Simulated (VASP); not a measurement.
A run of VASP 6.6.1 is set up as follows.

INCAR

```
SYSTEM = Os2O
  PREC = Accurate
  ENCUT = 600
  EDIFF = 1E-6
  ISMEAR = 0
  SIGMA = 0.1
  LREAL = .FALSE.
  LASPH = .TRUE.
  NELM = 80
  ALGO = Normal
  ISIF = 3
  LWAVE = .FALSE.
  LCHARG = .FALSE.
  GGA = PE
  IBRION = 2
  NSW = 100
  EDIFFG = -0.01
```

Contents of KPOINTS:

```
Automatic mesh
0
G
  8 8 8
  0 0 0
```

POSCAR

```
Os2O
1.0
    4.3956649645      0.0000000000      0.0000000000
    0.0000000000      4.3956649645      0.0000000000
    0.0000000000      0.0000000000      4.3956649645
Os O
4 2
Direct
    0.2500000000      0.2500000000      0.2500000000
    0.2500000000      0.7500000000      0.7500000000
    0.7500000000      0.7500000000      0.2500000000
    0.7500000000      0.2500000000      0.7500000000
    0.0000000000      0.0000000000      0.0000000000
    0.5000000000      0.5000000000      0.5000000000
```

Potentials or basis: VASP PAW PBE potentials, release 64 (Os, O).

Run with:

```sh
$ cat potpaw_PBE.64/Os/POTCAR potpaw_PBE.64/O/POTCAR > POTCAR
$ mpirun -np 1 vasp_std > vasp.out
```

Predict the band gap on the k mesh.

zero (band 22 reaches 6.79 eV, above the bottom of band 23 at 6.45 eV).

Predict the relaxed volume.

14.29 Å³/atom.

What does it give for the space group after relaxing (to 0.05 Å)?

Pn-3m (No. 224).

Estimate the relaxed cell.

a = 4.410 Å, b = 4.410 Å, c = 4.410 Å, α = 90.00°, β = 90.00°, γ = 90.00°.

The path:
```tsv
step	energy change (eV)	largest force (eV/Å)	pressure (GPa)	volume (Å³)
1	0.0000	0.0000	2.40	84.93
2	0.0229	0.0000	-4.94	87.56
3	-0.0059	0.0000	0.00	85.74
```

Caveat: spin-orbit coupling is left out, which moves the levels of the heavy elements.
